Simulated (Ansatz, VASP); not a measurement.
**Two plane-wave programs on MoS2**

File INCAR:

```
  PREC = Accurate
  ENCUT = 600
  EDIFF = 1E-6
  ISMEAR = 0
  SIGMA = 0.1
  LREAL = F
  LASPH = T
  NELM = 60
  ALGO = Normal
  ISIF = 3
  LWAVE = F
  LCHARG = F
  GGA = PE
  IVDW = 12
  IBRION = 2
  NSW = 100
  EDIFFG = -0.005
```

KPOINTS

```
regular mesh
0
Gamma
  18 18 8
```

Contents of POSCAR:

```
MoS2
1.0
    3.2274645616      0.0000000000      0.0000000000
   -1.6137322808      2.7950663001      0.0000000000
    0.0000000000      0.0000000000      6.3124734200
Mo S
1 2
Direct
    0.0000000000      0.0000000000      0.5000000000
    0.3333333300      0.6666666700      0.2553193200
    0.6666666700      0.3333333300      0.7446806800
```

Input for Ansatz:

```yaml
crystal:
  lattice:
    - [3.2274645616, 0.0, 0.0]
    - [-1.6137322808, 2.7950663001, 0.0]
    - [0.0, 0.0, 6.31247342]
  atoms:
    - { symbol: Mo, position: [0.0, 0.0, 0.5] }
    - { symbol: S, position: [0.33333333, 0.66666667, 0.25531932] }
    - { symbol: S, position: [0.66666667, 0.33333333, 0.74468068] }
basis:
  ecutwfc: 420
kpoints:
  mp_grid: { grid: [18, 18, 8] }
hamiltonian:
  xc: pbe
  dispersion: d3bj
scf:
  occupations: { method: gaussian, width: 0.1 }
output:
  forces: true
  stress: true
  eigenvalues: true
  write_density: true
  write_potential: true
  elf: true
  volumetric_format: npy
relax:
  adjacent_minimum: "off"
  f_tol: 0.005
  max_steps: 80
  cell: { stress_tol: 0.05 }
```

Alike in both runs: task relaxation of cell and atoms; functional PBE; dispersion D3(BJ); k mesh 18 × 18 × 8; occupations gaussian, width 0.1 eV; no spin polarisation.

|  | VASP | Ansatz |
| --- | --- | --- |
| version | VASP 6.6.1 | Ansatz 0.2.0 |
| potentials or method | VASP PAW PBE potentials, release 64 (Mo_sv, S), cutoff 600 eV | scalar-relativistic, plane waves, PAW |
| valence electrons in the cell | 26 | 26 |

Ansatz gave:

| Property | Result |
| --- | --- |
| gap on the k mesh at the Fermi level, each at its own relaxed structure (eV) | none |
| relaxed volume (Å³/atom) | 16.89 |
| relaxed cell length with the largest relative difference (Å) | 5.807 |

Problem. What did VASP give for the same quantities?

Solution. gap on the k mesh at the Fermi level, each at its own relaxed structure (eV): none; relaxed volume (Å³/atom): 16.91; relaxed cell length with the largest relative difference (Å): 5.817.

A gap of «none» marks a metal or a gap that the smearing closes.
